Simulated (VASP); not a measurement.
Write the native input for VASP 6.6.1 that does the following.

```
Task                   : single point
Functional             : PBEsol
Potentials or basis    : VASP PAW PBE potentials, release 64 (Ti_sv, Al)
Cutoff                 : 520 eV
k mesh                 : 12 × 12 × 12
Occupations            : gaussian, width 0.1 eV
Spin                   : collinear spin, ferromagnetic start
Starting moments       : [0.28, 0.28, 1.05, 0.0] μB
Dipole correction      : no
Further INCAR settings : ALGO = Fast; EDIFF = 1e-06; NBANDS = 32
```

The structure of Ti3Al lies in POSCAR:

```
Ti3Al
1.0
    0.0000000000      3.1915212958      3.1915212958
    3.1915212958      0.0000000000      3.1915212958
    3.1915212958      3.1915212958      0.0000000000
Ti Al
3 1
Direct
    0.7500000000      0.7500000000      0.7500000000
    0.2500000000      0.2500000000      0.2500000000
    0.0000000000      0.0000000000      0.0000000000
    0.5000000000      0.5000000000      0.5000000000
```

These files were run (other wordings do the same):

INCAR

```
PREC = Accurate
ENCUT = 520
EDIFF = 1E-6
ISMEAR = 0
SIGMA = 0.1
LREAL = False
LASPH = True
NELM = 150
ALGO = Fast
ISIF = 2
LWAVE = False
LCHARG = False
ISPIN = 2
MAGMOM = 0.28 0.28 1.05 0
LORBIT = 11
LMAXMIX = 4
GGA = PS
NBANDS = 32
```

KPOINTS

```
Automatic mesh
0
Gamma
  12 12 12
```

Potentials or basis: VASP PAW PBE potentials, release 64 (Ti_sv, Al).

Command:

```bash
$ cat potpaw_PBE.64/Ti_sv/POTCAR potpaw_PBE.64/Al/POTCAR > POTCAR
$ mpirun -np 1 vasp_std > vasp.out
```

It gave:

| Item | Value |
| --- | --- |
| Pressure | -0.1 GPa |
| Net moment | 1.66 μB per cell |
| Site moments | Ti +0.20, +0.87; Al -0.01 μB |
| Valence electrons inside the program's atomic spheres | Ti 10.29, 10.36; Al 0.84 |

Caveat: the PAW data sets were made with another functional, which shifts forces and pressure a little.

It took 6.4 min on 1 thread of Intel(R) Xeon(R) 6975P-C (Granite Rapids), on a shared host, peak memory 0.38 GiB.
